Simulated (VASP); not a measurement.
# SrO in VASP: further runs

SrO is run at these levels: PBE; tasks: single point.

All numbers are computed with VASP 6.6.1; they aren't measurements. Logs are shortened: lines on timing, memory, paths and dates and some standing lists are left out, and cuts for length are marked.

**1. The cell of the first run**

The cell holds a sheet with vacuum, 4 atoms: a = 4.209 Å, b = 4.209 Å, c = 18.000 Å, α = 90.00°, β = 90.00°, γ = 90.00°.

**2. Single point, PBE**

INCAR

```
PREC = Accurate ; ENCUT = 520
EDIFF = 1E-7 ; ISMEAR = 0
SIGMA = 0.1 ; LREAL = False
LASPH = True ; NELM = 100
ALGO = Normal ; ISIF = 2
LWAVE = False ; LCHARG = False
LDIPOL = True ; IDIPOL = 3
DIPOL = 0.5 0.5 0.500 ; GGA = PE
NBANDS = 24
```

KPOINTS

```
Automatic mesh
0
Gamma
  4 4 1
```

POSCAR

```
SrO
1.0
    4.2090845100      0.0000000000      0.0000000000
    0.0000000000      4.2090845100      0.0000000000
    0.0000000000      0.0000000000     18.0000000000
Sr O
2 2
Direct
    0.0000000000      0.0000000000      0.5000000000
    0.5000000000      0.5000000000      0.5000000000
    0.5000000000      0.0000000000      0.5919014100
    0.0000000000      0.5000000000      0.4080985900
```

Potentials or basis: VASP PAW PBE potentials, release 64 (Sr_sv, O).

The run is started by

```bash
> cat potpaw_PBE.64/Sr_sv/POTCAR potpaw_PBE.64/O/POTCAR > POTCAR
> mpirun -np 1 vasp_std > vasp.out
```

OUTCAR:

```text
PREC = Accurate
   ENCUT = 520
   EDIFF = 1E-7
   ISMEAR = 0
   LREAL = False
   LASPH = True
   NELM = 100
   ISIF = 2
   GGA = PE

 ion  position               nearest neighbor table
   1  0.000  0.000  0.500-   3 2.68   4 2.68   4 2.68   3 2.68   2 2.98   2 2.98   2 2.98   2 2.98

   2  0.500  0.500  0.500-   3 2.68   4 2.68   3 2.68   4 2.68   1 2.98   1 2.98   1 2.98   1 2.98

   3  0.500  0.000  0.592-   1 2.68   2 2.68   2 2.68   1 2.68
   4  0.000  0.500  0.408-   1 2.68   2 2.68   1 2.68   2 2.68

  LATTYP: Found a simple tetragonal cell.
 ALAT       =     4.2090845100
 C/A-ratio  =     4.2764643849

  Lattice vectors:

 A1 = (   4.2090845100,   0.0000000000,   0.0000000000)
 A2 = (   0.0000000000,   4.2090845100,   0.0000000000)
 A3 = (   0.0000000000,   0.0000000000,  18.0000000000)

Analysis of symmetry for initial positions (statically):
=====================================================================
 Subroutine PRICEL returns:
 Original cell was already a primitive cell.

 Routine SETGRP: Setting up the symmetry group for a
 simple tetragonal supercell.

 Subroutine GETGRP returns: Found 16 space group operations
 (whereof  8 operations were pure point group operations)
 out of a pool of 16 trial point group operations.

The static configuration has the point symmetry D_2d.
 The point group associated with its full space group is D_4h.

Analysis of symmetry for dynamics (positions and initial velocities):
=====================================================================
 Subroutine PRICEL returns:
 Original cell was already a primitive cell.

 Routine SETGRP: Setting up the symmetry group for a
 simple tetragonal supercell.

 Subroutine GETGRP returns: Found 16 space group operations
 (whereof  8 operations were pure point group operations)
 out of a pool of 16 trial point group operations.

The dynamic configuration has the point symmetry D_2d.
 The point group associated with its full space group is D_4h.

 Subroutine INISYM returns: Found 16 space group operations
 (whereof  8 operations are pure point group operations),
 and found     1 'primitive' translations

----------------------------------------------------------------------------------------

                                     Primitive cell

  volume of cell :     318.8951

  direct lattice vectors                    reciprocal lattice vectors
     4.209084510  0.000000000  0.000000000     0.237581355  0.000000000  0.000000000
     0.000000000  4.209084510  0.000000000     0.000000000  0.237581355  0.000000000
     0.000000000  0.000000000 18.000000000     0.000000000  0.000000000  0.055555556

  length of vectors
     4.209084510  4.209084510 18.000000000     0.237581355  0.237581355  0.055555556

  position of ions in fractional coordinates (direct lattice)
     0.000000000  0.000000000  0.500000000
     0.500000000  0.500000000  0.500000000
     0.500000000  0.000000000  0.591901410
     0.000000000  0.500000000  0.408098590

  ion indices of the primitive-cell ions
   primitive index   ion index
                 1           1
                 2           2
                 3           3
                 4           4

----------------------------------------------------------------------------------------

 KPOINTS: Automatic mesh

Automatic generation of k-mesh.
 Grid dimensions read from file:
 generate k-points for:    4    4    1

 Generating k-lattice:

  Cartesian coordinates                     Fractional coordinates (reciprocal lattice)
     0.059395339  0.000000000  0.000000000     0.250000000  0.000000000  0.000000000
     0.000000000  0.059395339  0.000000000     0.000000000  0.250000000  0.000000000
     0.000000000  0.000000000  0.055555556     0.000000000  0.000000000  1.000000000

  Length of vectors
     0.059395339  0.059395339  0.055555556

  Shift w.r.t. Gamma in fractional coordinates (k-lattice)
     0.000000000  0.000000000  0.000000000

 Subroutine IBZKPT returns following result:
 ===========================================

 Found      6 irreducible k-points:

 Following reciprocal coordinates:
            Coordinates               Weight
  0.000000  0.000000  0.000000      1.000000
  0.250000  0.000000  0.000000      4.000000
  0.500000  0.000000  0.000000      2.000000
  0.250000  0.250000  0.000000      4.000000
  0.500000  0.250000  0.000000      4.000000
  0.500000  0.500000  0.000000      1.000000
   k-points           NKPTS =      6   k-points in BZ     NKDIM =      6   number of bands    NBANDS=     24
   number of dos      NEDOS =    301   number of ions     NIONS =      4
   total plane-waves  NPLWV = 143360
   dimension x,y,z NGX =    32 NGY =   32 NGZ =  140
   dimension x,y,z NGXF=    64 NGYF=   64 NGZF=  280
   ions per type =               2   2
   NGX,Y,Z   is equivalent  to a cutoff of  12.64, 12.64, 12.93 a.u.
   NGXF,Y,Z  is equivalent  to a cutoff of  25.28, 25.28, 25.86 a.u.
 SYSTEM =  unknown system
   PREC   = accura    normal or accurate (medium, high low for compatibility)
   ISTART =      0    job   : 0-new  1-cont  2-samecut
   ICHARG =      2    charge: 1-file 2-atom 10-const
   ISPIN  =      1    spin polarized calculation?
   LNONCOLLINEAR =      F non collinear calculations
   LSORBIT =      F    spin-orbit coupling
   LASPH  =      T    aspherical Exc in radial PAW
   ENCUT  =  520.0 eV  38.22 Ry    6.18 a.u.   7.83  7.83 33.47*2*pi/ulx,y,z
   NELM   =    100;   NELMIN=  2; NELMDL= -5     # of ELM steps
   EDIFF  = 0.1E-06   stopping-criterion for ELM
   LREAL  =      F    real-space projection
   EDIFFG = 0.1E-05   stopping-criterion for IOM
   NSW    =      0    number of steps for IOM
   IBRION =     -1    ionic relax: 0-MD 1-quasi-New 2-CG
   NFREE  =      0    steps in history (QN), initial steepest desc. (CG)
   ISIF   =      2    stress and relaxation
   ISYM   =      2    0-nonsym 1-usesym 2-fastsym
   POTIM  = 0.5000    time-step for ionic-motion
   TEBEG  =    0.0;   TEEND  =   0.0 temperature during run
   PSTRESS=    0.0 pullay stress
   NELECT =      32.0000    total number of electrons
   NUPDOWN=      -1.0000    fix difference up-down
   EMIN   =  10.00;   EMAX   =-10.00  energy-range for DOS
   EFERMI =   0.00;   METHOD = LEGACY
   ISMEAR =     0;   SIGMA  =   0.10  broadening in eV -4-tet -1-fermi 0-gaus
   EFERMI_NEDOS =   21; number of points for ismear=-14 and -15
   IALGO  =     38    algorithm
   IMIX   =      4    mixing-type and parameters
     AMIX     =   0.40;   BMIX     =  1.00
     AMIX_MAG =   1.60;   BMIX_MAG =  1.00
  volume/ion in A,a.u.               =      79.72       538.00
  Fermi-wavevector in a.u.,A,eV,Ry     =   0.760750  1.437610  7.874253  0.578741
  Thomas-Fermi vector in A             =   1.859838
   LORBIT       =      0    0 simple, 1 ext, 2 COOP (PROOUT), +10 PAW based schemes
   GGA     = PE    functional components
   LHFCALC =     F    Hartree Fock is set to
   AEXX    =    0.0000 exact exchange contribution
   IVDW    =     0    specifies the selected vdW correction
   LEPSILON=     F    determine dielectric tensor
   LRPA    =     F    only Hartree local field effects (RPA)
 non-spin polarized calculation
 Gauss-broadening in eV      SIGMA  =   0.10
  energy-cutoff  :      520.00
  volume of cell :      318.90
 maximum number of plane-waves:      8616
 NGX is ok and might be reduce to    32
   NGX = 15   NGY = 15   NGZ = 67

 dipolmoment           0.000000      0.000000      0.000000 electrons x Angstroem

 number of electron      31.9999997 magnetization

 dipolmoment           0.000000      0.000000     -0.000000 electrons x Angstroem

 Free energy of the ion-electron system (eV)
  ---------------------------------------------------
  ext. energy  EPLUGINS =         0.00000000
  ---------------------------------------------------
  free energy    TOTEN  =       -17.09444585 eV

  energy without entropy =      -17.09444585  energy(sigma->0) =      -17.09444585

 E-fermi :  -4.6849     XC(G=0):  -2.9327

 val. band max:       -5.2155860478   @ k =   0.0000   0.0000   0.0000
 cond. band min:      -3.3480039217   @ k =   0.0000   0.0000   0.0000
 fundamental gap:      1.8675821261
 Fermi energy:        -4.6848679410

 k-point     1 :       0.0000    0.0000    0.0000
  band No.  band energies     occupation
      1     -40.1867      2.00000
      2     -39.5674      2.00000
      3     -22.9804      2.00000
      4     -22.9804      2.00000
      5     -22.2836      2.00000
      6     -21.3031      2.00000
[... 16 lines left out ...]
     23       0.7119      0.00000
     24       2.0718      0.00000

 k-point     2 :       0.2500    0.0000    0.0000
  band No.  band energies     occupation
      1     -40.0973      2.00000
      2     -39.6593      2.00000
      3     -22.8678      2.00000
      4     -22.7507      2.00000
      5     -22.0962      2.00000
      6     -21.6566      2.00000
[... 16 lines left out ...]
     23       0.9330      0.00000
     24       1.8408      0.00000

 k-point     3 :       0.5000    0.0000    0.0000
  band No.  band energies     occupation
      1     -39.8795      2.00000
      2     -39.8795      2.00000
      3     -22.4151      2.00000
      4     -22.4151      2.00000
      5     -22.1513      2.00000
      6     -22.1513      2.00000
[... 16 lines left out ...]
     23       1.5054      0.00000
     24       1.5055      0.00000

 k-point     4 :       0.2500    0.2500    0.0000
  band No.  band energies     occupation
      1     -40.0309      2.00000
      2     -39.7208      2.00000
      3     -23.2908      2.00000
      4     -22.5023      2.00000
      5     -22.0277      2.00000
      6     -21.9615      2.00000
[... 16 lines left out ...]
     23       0.9178      0.00000
     24       1.5491      0.00000

 k-point     5 :       0.5000    0.2500    0.0000
  band No.  band energies     occupation
      1     -39.8735      2.00000
      2     -39.8735      2.00000
      3     -23.1912      2.00000
      4     -23.1912      2.00000
      5     -21.6699      2.00000
      6     -21.6699      2.00000
[... 16 lines left out ...]
     23       1.6305      0.00000
     24       1.6305      0.00000

 k-point     6 :       0.5000    0.5000    0.0000
  band No.  band energies     occupation
      1     -39.8675      2.00000
      2     -39.8675      2.00000
      3     -23.5481      2.00000
      4     -23.5481      2.00000
      5     -21.6091      2.00000
      6     -21.6091      2.00000
[... 16 lines left out ...]
     23       2.2004      0.00000
     24       2.2004      0.00000

------------------------ aborting loop because EDIFF is reached ----------------------------------------

 vacuum level on the upper side and lower side of the slab       (xc-potential included)        -0.066        -0.066

  FORCE on cell =-STRESS in cart. coord.  units (eV):
  Direction    XX          YY          ZZ          XY          YZ          ZX
  --------------------------------------------------------------------------------------
  -------------------------------------------------------------------------------------
  Total        5.2877612      5.2877612    -14.7511682      0.0000000      0.0000000      0.0000000
  in kB       26.5665168     26.5665168    -74.1121139      0.0000000      0.0000000      0.0000000
  external PRESSURE =      -6.9930267 kB  Pullay stress =       0.0000000 kB

 VOLUME and BASIS-vectors are now :
 -----------------------------------------------------------------------------
  energy-cutoff  :      520.00
  volume of cell :      318.90
      direct lattice vectors                 reciprocal lattice vectors
     4.209084510  0.000000000  0.000000000     0.237581355  0.000000000  0.000000000
     0.000000000  4.209084510  0.000000000     0.000000000  0.237581355  0.000000000
     0.000000000  0.000000000 18.000000000     0.000000000  0.000000000  0.055555556

 POSITION                                       TOTAL-FORCE (eV/Angst)
 -----------------------------------------------------------------------------------
      0.00000      0.00000      9.00000         0.000000     -0.000000      0.000000
      2.10454      2.10454      9.00000        -0.000000      0.000000      0.000000
      2.10454      0.00000     10.65423         0.000000      0.000000     -4.444510
      0.00000      2.10454      7.34577        -0.000000      0.000000      4.444510
 -----------------------------------------------------------------------------------
    total drift:                                0.000000      0.000000     -0.000000

  FREE ENERGIE OF THE ION-ELECTRON SYSTEM (eV)
  ---------------------------------------------------
  free  energy   TOTEN  =       -17.0944458516 eV

  energy  without entropy=      -17.0944458516  energy(sigma->0) =      -17.09444585

 vacuum level on the upper side and lower side of the slab         2.286         2.286
```

It took 86 s on 1 thread of Intel Xeon Platinum 8488C (Sapphire Rapids), shared host; peak memory 0.37 GiB.

What came out:

```yaml
Free_energy: -17.0944 eV
Largest_force: 4.445 eV/Å
Band_gap_on_the_k_mesh: 1.87 eV, direct
```

Forces in eV/Å, atoms in the order of the input:
```
Sr   0.000  0.000  0.000
Sr   0.000  0.000  0.000
O    0.000  0.000 -4.445
O    0.000  0.000  4.445
```

**3. Single point, PBE**

INCAR

```
SYSTEM = SrO
  PREC = Accurate
  ENCUT = 520
  EDIFF = 1E-6
  ISMEAR = 0
  SIGMA = 0.1
  LREAL = .False.
  LASPH = .True.
  NELM = 80
  ALGO = Normal
  ISIF = 2
  LWAVE = .False.
  LCHARG = .True.
  LDIPOL = .True.
  IDIPOL = 3
  DIPOL = 0.5 0.5 0.500
  GGA = PE
  LELF = .True.
  LVHAR = .True.
  LVACPOTAV = .True.
  NBANDS = 24
```

KPOINTS

```
regular mesh
0
Gamma
  4 4 1
  0 0 0
```

POSCAR is that of step 2.

Potentials or basis: VASP PAW PBE potentials, release 64 (Sr_sv, O).

The run is started by

```bash
> cat potpaw_PBE.64/Sr_sv/POTCAR potpaw_PBE.64/O/POTCAR > POTCAR
> mpirun -np 1 vasp_std > vasp.out
```

Run time: 100 s. Hardware: 1 thread of Intel Xeon Platinum 8488C (Sapphire Rapids), shared host; peak memory 0.38 GiB.

The run converged. Its results:

```
Free energy            : -17.0944 eV
Largest force          : 4.445 eV/Å
Band gap on the k mesh : 1.87 eV, direct
```

Forces in eV/Å, atoms in the order of the input:
```
Sr   0.000  0.000  0.000
Sr   0.000  0.000  0.000
O    0.000  0.000 -4.445
O    0.000  0.000  4.445
```

Levels at points of the mesh, in eV from the valence-band top:
```
           k point  band 13  band 14  band 15  band 16  band 17  band 18  band 19  band 20
(0.00, 0.00, 0.00)    -0.69    -0.69     0.00     0.00     1.87     2.26     2.49     4.23
(0.50, 0.00, 0.00)    -0.50    -0.50    -0.29    -0.29     3.15     3.15     5.29     5.29
(0.50, 0.50, 0.00)    -0.25    -0.25    -0.16    -0.16     2.96     2.96     3.15     3.15
```

**4. Single point, PBE**

This run uses another cell than the first one, of 181.65 Å³/atom, 2.278 times its volume.

INCAR

```
SYSTEM = SrO
  PREC = Accurate
  ENCUT = 520
  EDIFF = 1E-6
  ISMEAR = 0
  SIGMA = 0.1
  LREAL = .False.
  LASPH = .True.
  NELM = 100
  ALGO = Normal
  ISIF = 2
  LWAVE = .False.
  LCHARG = .False.
  LDIPOL = .True.
  IDIPOL = 3
  DIPOL = 0.5 0.5 0.296
  GGA = PE
  NBANDS = 24
```

KPOINTS

```
Automatic mesh
0
Gamma
  4 4 1
  0 0 0
```

POSCAR

```
SrO
1.0
    4.8875093876      0.0000000000      0.0000000000
    0.0000000000      4.8875093876      0.0000000000
    0.0000000000      0.0000000000     30.4169015200
Sr O
2 2
Direct
    0.0000000000      0.0000000000      0.2958881263
    0.5000000000      0.5000000000      0.2958881263
    0.5000000000      0.0000000000      0.3055150857
    0.0000000000      0.5000000000      0.2862611669
```

The run is started by

```bash
> cat potpaw_PBE.64/Sr_sv/POTCAR potpaw_PBE.64/O/POTCAR > POTCAR
> mpirun -np 1 vasp_std > vasp.out
```

Run time: 4.8 min. Hardware: 1 thread of Intel Xeon Platinum 8488C (Sapphire Rapids), shared host; peak memory 0.66 GiB.

The run converged. Its results:

```
Free energy            : -22.3376 eV
Largest force          : 0.028 eV/Å
Band gap on the k mesh : 1.98 eV, direct
```

Forces on the atoms (eV/Å):
```
Sr   0.000  0.000  0.000
Sr   0.000  0.000  0.000
O    0.000  0.000  0.028
O    0.000  0.000 -0.028
```

Levels at points of the mesh, in eV from the valence-band top:
| k point | band 14 | band 15 | band 16 | band 17 | band 18 | band 19 |
| --- | --- | --- | --- | --- | --- | --- |
| (0.00, 0.00, 0.00) | -0.01 | 0.00 | 0.00 | 1.98 | 3.15 | 3.70 |
| (0.50, 0.00, 0.00) | -0.70 | -0.17 | -0.17 | 3.45 | 3.45 | 4.47 |
| (0.50, 0.50, 0.00) | -1.12 | -0.87 | -0.87 | 4.41 | 4.41 | 5.07 |
